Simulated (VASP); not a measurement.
SnSe, 8 atoms in the cell. It takes space group Pnma (No. 62, orthorhombic). The conventional cell has a = 11.644 Å, b = 4.272 Å, c = 4.547 Å, α = 90.00°, β = 90.00°, γ = 90.00°. Within 3.7 Å of Sn (site symmetry m) lie 6 Se at 2.75 to 3.58 Å and 2 Sn at 3.67 Å. Se (site symmetry m) has 6 Sn at 2.75 to 3.58 Å within 3.6 Å. 

| Property | Result |
| --- | --- |
| Program | VASP 6.6.1 |
| Task | single point |
| Functional | PBE |
| Dispersion | D3(BJ) |
| Potentials or basis | VASP PAW PBE potentials, release 64 (Sn_d, Se) |
| Cutoff | 520 eV |
| k mesh | 3 × 6 × 6 |
| Occupations | fermi-dirac, width 0.05 eV |
| Spin | no spin polarisation |
| Dipole correction | no |
| Further INCAR settings | ALGO = Normal; EDIFF = 1e-06; NBANDS = 50 |

Potentials or basis: VASP PAW PBE potentials, release 64 (Sn_d, Se).

Run with:

```console
$ cat potpaw_PBE.64/Sn_d/POTCAR potpaw_PBE.64/Se/POTCAR > POTCAR
$ mpirun -np 1 vasp_std > vasp.out
```

Hardware: 1 thread of Oxide Virtual Turin-like Processor, with other jobs on the host.

Problem. Estimate the wall time of this run.

Solution. Run time: 4.6 min on 1 thread of Oxide Virtual Turin-like Processor, on a shared host, peak memory 0.44 GiB. Counts: scf iterations 13, k points 32.
